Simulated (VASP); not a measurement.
Write the native input for VASP 6.6.1 that does the following.

| Quantity | Value |
| --- | --- |
| Task | single point |
| Functional | PBE |
| Potentials or basis | VASP PAW PBE potentials, release 64 (Ti_sv) |
| Cutoff | 500 eV |
| k mesh | 18 × 18 × 10 |
| Occupations | gaussian, width 0.1 eV |
| Spin | no spin polarisation |
| Dipole correction | no |
| Further INCAR settings | ALGO = Normal; EDIFF = 1e-06; NBANDS = 19 |

The structure of Ti lies in POSCAR:

```
Ti
1.0
    3.0261408978      0.0000000000      0.0000000000
   -1.5130704489      2.6207148929      0.0000000000
    0.0000000000      0.0000000000      4.7798508306
Ti
2
Direct
    0.3333333333      0.6666666667      0.2500000000
    0.6666666667      0.3333333333      0.7500000000
```

This cell differs from its parent crystal: volume scaled by 1.09, then relaxed in part.

One way to write it, as run:

INCAR

```
SYSTEM = Ti
PREC     = Accurate       ! precision mode
ENCUT    = 500            ! plane-wave cutoff, eV
EDIFF    = 1E-6           ! SCF threshold, eV
ISMEAR   = 0              ! smearing method
SIGMA    = 0.1            ! smearing width, eV
LREAL    = .FALSE.        ! projectors in reciprocal space
LASPH    = .TRUE.         ! aspherical terms in the spheres
NELM     = 120            ! most SCF steps
ALGO     = Normal         ! electronic algorithm
ISIF     = 2              ! what is computed and relaxed
LWAVE    = .FALSE.        ! write WAVECAR
LCHARG   = .FALSE.        ! write CHGCAR
GGA      = PE             ! functional
NBANDS   = 19             ! bands
GGA_COMPAT= .FALSE.
```

KPOINTS

```
Automatic mesh
0
G
  18 18 10
  0 0 0
```

Potentials or basis: VASP PAW PBE potentials, release 64 (Ti_sv).

Command:

```sh
$ cat potpaw_PBE.64/Ti_sv/POTCAR > POTCAR
$ mpirun -np 1 vasp_std > vasp.out
```

It gave:

| Property | Result |
| --- | --- |
| Pressure | -8.4 GPa |
| Band gap on the k mesh | zero (band 12 reaches 8.16 eV, above the bottom of band 13 at 7.12 eV) |

Wall time 73 s on 1 thread of Intel Xeon 6975P-C (shared host), peak memory 0.25 GiB.
